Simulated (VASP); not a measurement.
# MgO (F-43m) in VASP: a series of runs, part 2 of 2

VASP 6.6.1. Earlier steps stand in the parts before.

**5. Single point, r2SCAN**

This run uses another cell than the first one, of 11.88 Å³/atom, 1.130 times its volume.

File POSCAR:

```
MgO
1.0
    0.0000000000      2.2820056627      2.2820056627
    2.2820056627      0.0000000000      2.2820056627
    2.2820056627      2.2820056627      0.0000000000
Mg O
1 1
Direct
    0.0000000000      0.0000000000      0.0000000000
    0.2500000000      0.2500000000      0.2500000000
```

File INCAR.step1:

```
SYSTEM = MgO
PREC     = Accurate       ! precision mode
ENCUT    = 660            ! plane-wave cutoff, eV
ISMEAR   = 0              ! smearing method
SIGMA    = 0.01           ! smearing width, eV
LREAL    = .FALSE.        ! projectors in reciprocal space
LASPH    = .TRUE.         ! aspherical terms in the spheres
NELM     = 120            ! most SCF steps
NBANDS   = 11             ! bands
GGA      = PE             ! functional
ALGO     = Normal         ! electronic algorithm
EDIFF    = 1E-5           ! SCF threshold, eV
LWAVE    = .TRUE.         ! write WAVECAR
LCHARG   = .FALSE.        ! write CHGCAR
GGA_COMPAT= .FALSE.
```

File INCAR.step2:

```
SYSTEM = MgO
PREC     = Accurate       ! precision mode
ENCUT    = 660            ! plane-wave cutoff, eV
EDIFF    = 1E-6           ! SCF threshold, eV
ISMEAR   = 0              ! smearing method
SIGMA    = 0.01           ! smearing width, eV
LREAL    = .FALSE.        ! projectors in reciprocal space
LASPH    = .TRUE.         ! aspherical terms in the spheres
NELM     = 120            ! most SCF steps
ALGO     = Normal         ! electronic algorithm
ISIF     = 2              ! what is computed and relaxed
LWAVE    = .FALSE.        ! write WAVECAR
LCHARG   = .FALSE.        ! write CHGCAR
METAGGA  = R2SCAN         ! meta-GGA
LMIXTAU  = .TRUE.       
NBANDS   = 11             ! bands
ISTART   = 1            
GGA_COMPAT= .FALSE.
```

File KPOINTS:

```
Automatic mesh
0
G
  10 10 10
  0 0 0
```

Potentials or basis: VASP PAW PBE potentials, release 64 (Mg, O).

Launch:

```bash
> cat potpaw_PBE.64/Mg/POTCAR potpaw_PBE.64/O/POTCAR > POTCAR
> cp INCAR.step1 INCAR
> mpirun -np 1 vasp_std > vasp.out
> cp INCAR.step2 INCAR
> mpirun -np 1 vasp_std > vasp.out
```

OUTCAR:

```text
SYSTEM = MgO
   PREC = Accurate
   ENCUT = 660
   EDIFF = 1E-6
   ISMEAR = 0
   LREAL = .FALSE.
   LASPH = .TRUE.
   NELM = 120
   ISIF = 2
   METAGGA = R2SCAN
   ISTART = 1

 ion  position               nearest neighbor table
   1  0.000  0.000  0.000-   2 1.98   2 1.98   2 1.98   2 1.98
   2  0.250  0.250  0.250-   1 1.98   1 1.98   1 1.98   1 1.98

  LATTYP: Found a face centered cubic cell.
 ALAT       =     4.5640113254

  Lattice vectors:

 A1 = (   0.0000000000,   2.2820056627,   2.2820056627)
 A2 = (   2.2820056627,   0.0000000000,   2.2820056627)
 A3 = (   2.2820056627,   2.2820056627,   0.0000000000)

Analysis of symmetry for initial positions (statically):
=====================================================================
 Subroutine PRICEL returns:
 Original cell was already a primitive cell.

 Routine SETGRP: Setting up the symmetry group for a
 face centered cubic supercell.

 Subroutine GETGRP returns: Found 24 space group operations
 (whereof 24 operations were pure point group operations)
 out of a pool of 48 trial point group operations.

The static configuration has the point symmetry T_d .

Analysis of symmetry for dynamics (positions and initial velocities):
=====================================================================
 Subroutine PRICEL returns:
 Original cell was already a primitive cell.

 Routine SETGRP: Setting up the symmetry group for a
 face centered cubic supercell.

 Subroutine GETGRP returns: Found 24 space group operations
 (whereof 24 operations were pure point group operations)
 out of a pool of 48 trial point group operations.

The dynamic configuration has the point symmetry T_d .

 Subroutine INISYM returns: Found 24 space group operations
 (whereof 24 operations are pure point group operations),
 and found     1 'primitive' translations

----------------------------------------------------------------------------------------

                                     Primitive cell

  volume of cell :      23.7673

  direct lattice vectors                    reciprocal lattice vectors
     0.000000000  2.282005663  2.282005663    -0.219105504  0.219105504  0.219105504
     2.282005663  0.000000000  2.282005663     0.219105504 -0.219105504  0.219105504
     2.282005663  2.282005663  0.000000000     0.219105504  0.219105504 -0.219105504

  length of vectors
     3.227243358  3.227243358  3.227243358     0.379501864  0.379501864  0.379501864

  position of ions in fractional coordinates (direct lattice)
     0.000000000  0.000000000  0.000000000
     0.250000000  0.250000000  0.250000000

  ion indices of the primitive-cell ions
   primitive index   ion index
                 1           1
                 2           2

----------------------------------------------------------------------------------------

 KPOINTS: Automatic mesh

Automatic generation of k-mesh.
 Grid dimensions read from file:
 generate k-points for:   10   10   10

 Generating k-lattice:

  Cartesian coordinates                     Fractional coordinates (reciprocal lattice)
    -0.021910550  0.021910550  0.021910550     0.100000000  0.000000000  0.000000000
     0.021910550 -0.021910550  0.021910550     0.000000000  0.100000000  0.000000000
     0.021910550  0.021910550 -0.021910550     0.000000000  0.000000000  0.100000000

  Length of vectors
     0.037950186  0.037950186  0.037950186

  Shift w.r.t. Gamma in fractional coordinates (k-lattice)
     0.000000000  0.000000000  0.000000000

 Subroutine IBZKPT returns following result:
 ===========================================

 Found     47 irreducible k-points:

 Following reciprocal coordinates:
            Coordinates               Weight
  0.000000  0.000000  0.000000      1.000000
  0.100000  0.000000  0.000000      8.000000
  0.200000  0.000000  0.000000      8.000000
  0.300000  0.000000  0.000000      8.000000
  0.400000  0.000000  0.000000      8.000000
  0.500000  0.000000  0.000000      4.000000
[... 16 lines left out ...]
  0.300000  0.300000  0.000000      6.000000
  0.400000  0.300000  0.000000     24.000000
 [... further k-points ...]
   k-points           NKPTS =     47   k-points in BZ     NKDIM =     47   number of bands    NBANDS=     11
   number of dos      NEDOS =    301   number of ions     NIONS =      2
   total plane-waves  NPLWV =  21952
   dimension x,y,z NGX =    28 NGY =   28 NGZ =   28
   dimension x,y,z NGXF=    56 NGYF=   56 NGZF=   56
   ions per type =               1   1
   NGX,Y,Z   is equivalent  to a cutoff of  14.42, 14.42, 14.42 a.u.
   NGXF,Y,Z  is equivalent  to a cutoff of  28.85, 28.85, 28.85 a.u.
 SYSTEM =  MgO
   PREC   = accura    normal or accurate (medium, high low for compatibility)
   ISTART =      1    job   : 0-new  1-cont  2-samecut
   ICHARG =      0    charge: 1-file 2-atom 10-const
   ISPIN  =      1    spin polarized calculation?
   LNONCOLLINEAR =      F non collinear calculations
   LSORBIT =      F    spin-orbit coupling
   LASPH  =      T    aspherical Exc in radial PAW
   ENCUT  =  660.0 eV  48.51 Ry    6.96 a.u.   6.76  6.76  6.76*2*pi/ulx,y,z
   NELM   =    120;   NELMIN=  2; NELMDL=  0     # of ELM steps
   EDIFF  = 0.1E-05   stopping-criterion for ELM
   LREAL  =      F    real-space projection
   EDIFFG = 0.1E-04   stopping-criterion for IOM
   NSW    =      0    number of steps for IOM
   IBRION =     -1    ionic relax: 0-MD 1-quasi-New 2-CG
   NFREE  =      0    steps in history (QN), initial steepest desc. (CG)
   ISIF   =      2    stress and relaxation
   ISYM   =      2    0-nonsym 1-usesym 2-fastsym
   POTIM  = 0.5000    time-step for ionic-motion
   TEBEG  =    0.0;   TEEND  =   0.0 temperature during run
   PSTRESS=    0.0 pullay stress
   NELECT =       8.0000    total number of electrons
   NUPDOWN=      -1.0000    fix difference up-down
   EMIN   =  10.00;   EMAX   =-10.00  energy-range for DOS
   EFERMI =   0.00;   METHOD = LEGACY
   ISMEAR =     0;   SIGMA  =   0.01  broadening in eV -4-tet -1-fermi 0-gaus
   EFERMI_NEDOS =   21; number of points for ismear=-14 and -15
   IALGO  =     38    algorithm
   IMIX   =      4    mixing-type and parameters
     AMIX     =   0.40;   BMIX     =  1.00
     AMIX_MAG =   1.60;   BMIX_MAG =  1.00
  volume/ion in A,a.u.               =      11.88        80.19
  Fermi-wavevector in a.u.,A,eV,Ry     =   1.138793  2.152007 17.644708  1.296849
  Thomas-Fermi vector in A             =   2.275497
   LORBIT       =      0    0 simple, 1 ext, 2 COOP (PROOUT), +10 PAW based schemes
   METAGGA = R2SCAN    functional components
   LHFCALC =     F    Hartree Fock is set to
   AEXX    =    0.0000 exact exchange contribution
   IVDW    =     0    specifies the selected vdW correction
   LEPSILON=     F    determine dielectric tensor
   LRPA    =     F    only Hartree local field effects (RPA)
 non-spin polarized calculation
 Gauss-broadening in eV      SIGMA  =   0.01
  energy-cutoff  :      660.00
  volume of cell :       23.77
 maximum number of plane-waves:       941
   NGX = 13   NGY = 13   NGZ = 13

 number of electron       8.0000002 magnetization

 Free energy of the ion-electron system (eV)
  ---------------------------------------------------
  ext. energy  EPLUGINS =         0.00000000
  ---------------------------------------------------
  free energy    TOTEN  =       -15.86016710 eV

  energy without entropy =      -15.86016710  energy(sigma->0) =      -15.86016710

 E-fermi :   0.4854     XC(G=0): -10.1659

 val. band max:        0.3557878953   @ k =   0.0000   0.0000   0.0000
 cond. band min:       4.6810533490   @ k =   0.0000   0.0000   0.0000
 fundamental gap:      4.3252654536
 Fermi energy:         0.4853867246

 k-point     1 :       0.0000    0.0000    0.0000
  band No.  band energies     occupation
      1     -16.4748      2.00000
      2       0.3558      2.00000
      3       0.3558      2.00000
      4       0.3558      2.00000
      5       4.6811      0.00000
      6      18.2770      0.00000
      7      18.2770      0.00000
      8      18.2770      0.00000
      9      21.7559      0.00000
     10      21.7560      0.00000
     11      21.8741      0.00000
[... 309 lines left out ...]
 k-point    24 :       0.4000    0.3000    0.0000
  band No.  band energies     occupation
      1     -15.8068      2.00000
      2      -1.8922      2.00000
      3      -0.3400      2.00000
      4      -0.2184      2.00000
      5       7.9205      0.00000
      6      12.9135      0.00000
      7      15.3430      0.00000
      8      17.8019      0.00000
      9      18.2359      0.00000
     10      24.7768      0.00000
     11      25.1986      0.00000

 [... further k-points ...]
[... 5 lines left out ...]
  --------------------------------------------------------------------------------------
  -------------------------------------------------------------------------------------
  Total       -0.1112554     -0.1112554     -0.1112554      0.0000000      0.0000000      0.0000000
  in kB       -7.4998310     -7.4998310     -7.4998310      0.0000000      0.0000000      0.0000000
  external PRESSURE =      -7.4998310 kB  Pullay stress =       0.0000000 kB

 VOLUME and BASIS-vectors are now :
 -----------------------------------------------------------------------------
  energy-cutoff  :      660.00
  volume of cell :       23.77
      direct lattice vectors                 reciprocal lattice vectors
     0.000000000  2.282005663  2.282005663    -0.219105504  0.219105504  0.219105504
     2.282005663  0.000000000  2.282005663     0.219105504 -0.219105504  0.219105504
     2.282005663  2.282005663  0.000000000     0.219105504  0.219105504 -0.219105504

 POSITION                                       TOTAL-FORCE (eV/Angst)
 -----------------------------------------------------------------------------------
      0.00000      0.00000      0.00000         0.000000      0.000000     -0.000000
      1.14100      1.14100      1.14100        -0.000000     -0.000000      0.000000
 -----------------------------------------------------------------------------------
    total drift:                                0.000000      0.000000      0.000000

  FREE ENERGIE OF THE ION-ELECTRON SYSTEM (eV)
  ---------------------------------------------------
  free  energy   TOTEN  =       -15.8601670954 eV

  energy  without entropy=      -15.8601670954  energy(sigma->0) =      -15.86016710
```

It took 59 s on 1 thread of Intel Xeon Platinum 8259CL at 2.50GHz (Skylake/Cascade Lake), shared host; peak memory 0.17 GiB.

What came out:

* Free energy: -15.8602 eV
* Pressure: -0.7 GPa
* Band gap on the k mesh: 4.33 eV, direct

Caveat: the PAW data sets were made with another functional, which shifts forces and pressure a little. r2SCAN opens gaps a little over a GGA but as a rule still falls short of measured ones.

**6. Summary**

```csv
level,cell,cutoff (eV),smearing,gap on the mesh (eV),pressure (GPa)
PBE,"a = 3.098 Å, angles 60.0°, 2 atoms",600,fermi-dirac 0.02 eV,4.38,23.6
PBE,"a = 3.227 Å, angles 60.0°, 2 atoms",600,fermi-dirac 0.02 eV,3.64,3.3
r2SCAN,"a = 3.098 Å, angles 60.0°, 2 atoms",660,gaussian 0.01 eV,5.10,19.2
r2SCAN,"a = 3.227 Å, angles 60.0°, 2 atoms",660,gaussian 0.01 eV,4.33,-0.7
```

Alike in all rows: task single point; potentials or basis VASP PAW PBE potentials, release 64 (Mg, O); no spin polarisation; k mesh 10 × 10 × 10.

Caveats: the PAW data sets were made with another functional, which shifts forces and pressure a little (some runs).

Total energies depend on the potentials used, so only differences within one code and one set of settings carry meaning.
